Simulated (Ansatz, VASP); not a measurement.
## GaSb3 in VASP and in Ansatz

The input INCAR:

```
SYSTEM = GaSb3
PREC     = Accurate       ! precision mode
ENCUT    = 520            ! plane-wave cutoff, eV
EDIFF    = 1E-6           ! SCF threshold, eV
ISMEAR   = 0              ! smearing method
SIGMA    = 0.15           ! smearing width, eV
LREAL    = .False.        ! projectors in reciprocal space
LASPH    = .True.         ! aspherical terms in the spheres
NELM     = 60             ! most SCF steps
ALGO     = Normal         ! electronic algorithm
ISIF     = 2              ! what is computed and relaxed
LWAVE    = .False.        ! write WAVECAR
LCHARG   = .False.        ! write CHGCAR
GGA      = PS             ! functional
NBANDS   = 22             ! bands
```

Contents of KPOINTS:

```
Automatic mesh
0
Gamma
  10 10 10
  0 0 0
```

Contents of POSCAR:

```
GaSb3
1.0
    0.0000000000      3.5504783856      3.8469433308
    3.5504783856      0.0000000000      3.8469433308
    3.5504783856      3.5504783856      0.0000000000
Ga Sb
1 3
Direct
    0.0000000000      0.0000000000      0.0000000000
    0.2500000000      0.2500000000      0.2500000000
    0.7500000000      0.7500000000      0.7500000000
    0.5000000000      0.5000000000      0.5000000000
```

Input for Ansatz:

```yaml
crystal:
  lattice:
    - [0.0, 3.5504783856, 3.8469433308]
    - [3.5504783856, 0.0, 3.8469433308]
    - [3.5504783856, 3.5504783856, 0.0]
  atoms:
    - { symbol: Ga, position: [0.0, 0.0, 0.0] }
    - { symbol: Sb, position: [0.25, 0.25, 0.25] }
    - { symbol: Sb, position: [0.75, 0.75, 0.75] }
    - { symbol: Sb, position: [0.5, 0.5, 0.5] }
basis:
  ecutwfc: 420
kpoints:
  mp_grid: { grid: [10, 10, 10] }
hamiltonian:
  xc: pbesol
  pseudopotentials: { kind: paw, azcp: { folder: soft_1 } }
scf:
  occupations: { method: gaussian, width: 0.15 }
output:
  forces: true
  stress: true
  eigenvalues: true
```

Alike in both runs: task single point; functional PBEsol; k mesh 10 × 10 × 10; occupations gaussian, width 0.15 eV; no spin polarisation.

|  | VASP | Ansatz |
| --- | --- | --- |
| version | VASP 6.6.1 | Ansatz 0.2.0 |
| potentials or method | VASP PAW PBE potentials, release 64 (Ga_d, Sb), cutoff 520 eV | scalar-relativistic, plane waves, PAW |
| valence electrons in the cell | 28 | 58 |

|  | VASP | Ansatz | Ansatz less VASP |
| --- | --- | --- | --- |
| gap on the k mesh at the Fermi level (eV) | none | none | - |
| pressure (GPa) | 0.3 | 0.3 | -0.01 |
| traceless stress, the component that is largest in VASP (GPa) | -1.67 | -1.66 | +0.006 |

VASP's potentials were made for PBE, not for PBEsol, and Ansatz warns of the same on its side. A gap of «none» marks a metal or a gap that the smearing closes. VASP's potentials hold 28 valence electrons a cell and Ansatz's 58, so a difference there can come from the potentials and not from the codes.

Spin-orbit coupling is off throughout.
